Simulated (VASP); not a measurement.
Here is a VASP 6.6.1 calculation.

POSCAR

```
Al
1.0
   -1.5912186900      1.5912186900      1.5912186900
    1.5912186900     -1.5912186900      1.5912186900
    1.5912186900      1.5912186900     -1.5912186900
Al
1
Direct
    0.0000000000      0.0000000000      0.0000000000
```

File INCAR.step1:

```
SYSTEM = Al
PREC = Accurate
ENCUT = 520
EDIFF = 1E-5
ISMEAR = 1
SIGMA = 0.1
LREAL = .FALSE.
LASPH = .TRUE.
NELM = 60
ALGO = Normal
ISIF = 2
LWAVE = .TRUE.
LCHARG = .FALSE.
GGA = PE
NBANDS = 8
```

The input INCAR.step2:

```
SYSTEM = Al
PREC = Accurate
ENCUT = 520
EDIFF = 1E-6
ISMEAR = 1
SIGMA = 0.1
LREAL = .FALSE.
LASPH = .TRUE.
NELM = 60
ALGO = Normal
ISIF = 2
LWAVE = .FALSE.
LCHARG = .FALSE.
GGA = PE
LHFCALC = .TRUE.
HFSCREEN = 0.2079
PRECFOCK = Normal
IVDW = 12
VDW_S6 = 1.0
VDW_S8 = 2.31
VDW_A1 = 0.383
VDW_A2 = 5.685
ISTART = 1
NBANDS = 8
```

Contents of KPOINTS:

```
regular mesh
0
G
  8 8 8
  0 0 0
```

Potentials or basis: VASP PAW PBE potentials, release 64 (Al).

The run is started by

```console
$ cat potpaw_PBE.64/Al/POTCAR > POTCAR
$ cp INCAR.step1 INCAR
$ mpirun -np 1 vasp_std > vasp.out
$ cp INCAR.step2 INCAR
$ mpirun -np 1 vasp_std > vasp.out
```

Question: Estimate the pressure.

Answer: -0.9 GPa.

Question: What does it give for the band gap on the k mesh?

Answer: Zero (an odd number of electrons rules out a gap without spin polarisation).

Question: Estimate the dispersion energy per atom.

Answer: -0.443 eV.

Caveat: three body term missing; the PAW data sets were made with another functional, which shifts forces and pressure a little.
